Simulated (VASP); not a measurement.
Set up this calculation in VASP 6.6.1, as the native input.

```yaml
Task: relaxation of cell and atoms
Functional: PBEsol
Potentials_or_basis: VASP PAW PBE potentials, release 64 (Ge_d)
Cutoff: 600 eV
k_mesh: 11 × 11 × 10
Occupations: fermi-dirac, width 0.05 eV
Spin: no spin polarisation
Target_pressure: 30 GPa
Dipole_correction: no
Further_INCAR_settings: ALGO = Normal; EDIFF = 1e-06; IBRION = 2; EDIFFG = -0.01; NSW = 80; ISIF = 3
```

The structure of Ge lies in POSCAR:

```
Ge
1.0
    1.3971490000     -2.6005160000      0.0000000000
    1.3971490000      2.6005160000      0.0000000000
    0.0000000000      0.0000000000      2.6982310000
Ge
1
Direct
    0.5000000000      0.5000000000      0.0000000000
```

One way to write it, as run:

INCAR

```
SYSTEM = Ge
PREC = Accurate ; ENCUT = 600
EDIFF = 1E-6 ; ISMEAR = -1
SIGMA = 0.05 ; LREAL = .FALSE.
LASPH = .TRUE. ; NELM = 100
ALGO = Normal ; ISIF = 3
LWAVE = .FALSE. ; LCHARG = .FALSE.
GGA = PS ; IBRION = 2
NSW = 80 ; EDIFFG = -0.01
PSTRESS = 300.0
```

KPOINTS

```
Automatic mesh
0
G
  11 11 10
  0 0 0
```

Potentials or basis: VASP PAW PBE potentials, release 64 (Ge_d).

The run is started by

```bash
$ cat potpaw_PBE.64/Ge_d/POTCAR > POTCAR
$ mpirun -np 1 vasp_std > vasp.out
```

Results of the run:

```yaml
Relaxed_volume: 14.60 Å³/atom
Relaxed_cell: a = 2.665 Å, b = 2.665 Å, c = 2.445 Å, α = 90.00°, β = 90.00°, γ = 122.76°
Space_group_after_relaxing_to_0.05_Å: Cmmm (No. 65)
Energy_change_on_relaxing_the_enthalpy_is_what_falls: +270.4 meV/atom
Ionic_steps: 17
Pressure_after_relaxing: 30.0 GPa
Band_gap_on_the_k_mesh: zero (band 7 reaches 18.00 eV, above the bottom of band 8 at 6.09 eV)
```

Caveat: the cell is relaxed towards a set pressure, so the enthalpy falls and the energy may rise; the volume moved by over 15 % at a fixed basis, so the end points are rough; the PAW data sets were made with another functional, which shifts forces and pressure a little.

Wall time 110 s on 1 thread of Intel(R) Xeon(R) 6975P-C (Granite Rapids), with other jobs on the host, peak memory 0.2 GiB.
